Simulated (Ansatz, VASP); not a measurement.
# Two plane-wave programs on Rb

Contents of INCAR:

```
PREC = Accurate
ENCUT = 520
EDIFF = 1E-6
ISMEAR = 0
SIGMA = 0.3
LREAL = False
LASPH = True
NELM = 80
ALGO = Normal
ISIF = 2
LWAVE = False
LCHARG = False
GGA = CA
NBANDS = 10
```

KPOINTS

```
Automatic mesh
0
Gamma
  8 8 8
```

File POSCAR:

```
Rb
1.0
   -2.6859640533      2.6859640533      2.6859640533
    2.6859640533     -2.6859640533      2.6859640533
    2.6859640533      2.6859640533     -2.6859640533
Rb
1
Direct
    0.0000000000      0.0000000000      0.0000000000
```

Input for Ansatz:

```yaml
crystal:
  lattice:
    - [-2.6859640533, 2.6859640533, 2.6859640533]
    - [2.6859640533, -2.6859640533, 2.6859640533]
    - [2.6859640533, 2.6859640533, -2.6859640533]
  atoms:
    - { symbol: Rb, position: [0.0, 0.0, 0.0] }
hamiltonian:
  xc: lda
  pseudopotentials:
    kind: paw
    azcp:
      Rb: "pseudopotentials/Rb.paw.azcp"
basis:
  ecutwfc: 420
  fft_grid_basis: typed
kpoints:
  mp_grid: { grid: [8, 8, 8], shift: [0, 0, 0] }
magnetization:
  spin_polarized: false
scf:
  occupations: { method: gaussian, width: 0.3 }
  lower_state_search: "off"
output:
  stress: true
```

Alike in both runs: task single point; functional LDA; k mesh 8 × 8 × 8; occupations gaussian, width 0.3 eV; no spin polarisation.

|  | VASP | Ansatz |
| --- | --- | --- |
| version | VASP 6.6.1 | Ansatz 0.2.0 |
| potentials or method | VASP PAW LDA potentials, release 64 (Rb_sv), cutoff 520 eV | plane waves (420 eV) with PAW, scalar-relativistic |
| valence electrons in the cell | 9 | 9 |

|  | VASP | Ansatz | Ansatz less VASP |
| --- | --- | --- | --- |
| pressure (GPa) | 0.0 | 0.0 | 0.00 |

Ansatz warns that its potentials were made for another functional, while VASP's fit it. LDA's correlation is that of Perdew and Zunger in VASP and of Perdew and Wang (1992) in Ansatz.
